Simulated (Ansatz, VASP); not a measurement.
**LiSe3: VASP beside Ansatz**

File INCAR:

```
ALGO = Normal ; EDIFF = 1E-6
EDIFFG = -0.04 ; ENCUT = 600
GGA = PE ; IBRION = 2
ISIF = 3 ; ISMEAR = 0
LASPH = T ; LCHARG = F
LREAL = F ; LWAVE = F
NELM = 60 ; NSW = 90
PREC = Accurate ; SIGMA = 0.1
```

KPOINTS

```
k-points
0
Gamma
  3 3 4
```

Contents of POSCAR:

```
LiSe3
1.0
    5.8379175200      0.0000000000      0.0000000000
   -2.9189587600      5.0557848700      0.0000000000
    0.0000000000      0.0000000000      5.9659917000
Li Se
1 3
Direct
    0.0000000000      0.0000000000      0.5000000000
    0.6666666700      0.3333333300      0.7129541300
    0.6666666700      0.3333333300      0.2870458700
    0.6666666700      0.3333333300      0.0000000000
```

Input for Ansatz:

```yaml
crystal:
  lattice:
    - [5.83791752, 0.0, 0.0]
    - [-2.91895876, 5.05578487, 0.0]
    - [0.0, 0.0, 5.9659917]
  atoms:
    - { symbol: Li, position: [0.0, 0.0, 0.5] }
    - { symbol: Se, position: [0.66666667, 0.33333333, 0.71295413] }
    - { symbol: Se, position: [0.66666667, 0.33333333, 0.28704587] }
    - { symbol: Se, position: [0.66666667, 0.33333333, 0.0] }
basis:
  ecutwfc: 420
kpoints:
  mp_grid: { grid: [3, 3, 4] }
hamiltonian:
  xc: pbe
scf:
  occupations: { method: gaussian, width: 0.1 }
  lower_state_search: "off"
output:
  forces: true
  stress: true
  eigenvalues: true
relax:
  adjacent_minimum: "off"
  f_tol: 0.04
  max_steps: 70
  cell: { stress_tol: 0.4 }
```

Alike in both runs: task relaxation of cell and atoms; functional PBE; k mesh 3 × 3 × 4; occupations gaussian, width 0.1 eV; no spin polarisation.

|  | VASP | Ansatz |
| --- | --- | --- |
| version | VASP 6.6.1 | Ansatz 0.2.0 |
| potentials or method | VASP PAW PBE potentials, release 64 (Li_sv, Se), cutoff 600 eV | scalar-relativistic, plane waves, PAW |
| valence electrons in the cell | 21 | 51 |

VASP gave:

| Quantity | Value |
| --- | --- |
| gap on the k mesh at the Fermi level, each at its own relaxed structure (eV) | none |
| relaxed volume (Å³/atom) | 22.56 |
| relaxed cell length with the largest relative difference (Å) | 3.633 |

Question: Estimate Ansatz's values.

Answer: gap on the k mesh at the Fermi level, each at its own relaxed structure (eV): none; relaxed volume (Å³/atom): 22.37; relaxed cell length with the largest relative difference (Å): 3.616.

A gap of «none» marks a metal or a gap that the smearing closes. VASP's potentials hold 21 valence electrons a cell and Ansatz's 51, so a difference there can come from the potentials and not from the codes.

The k mesh is coarse, so the values compare programs but aren't converged. Noted on VASP's run: the cutoff is short for stress, so the pressure is rough; the volume moved by over 15 % at a fixed basis, so the end points are rough.
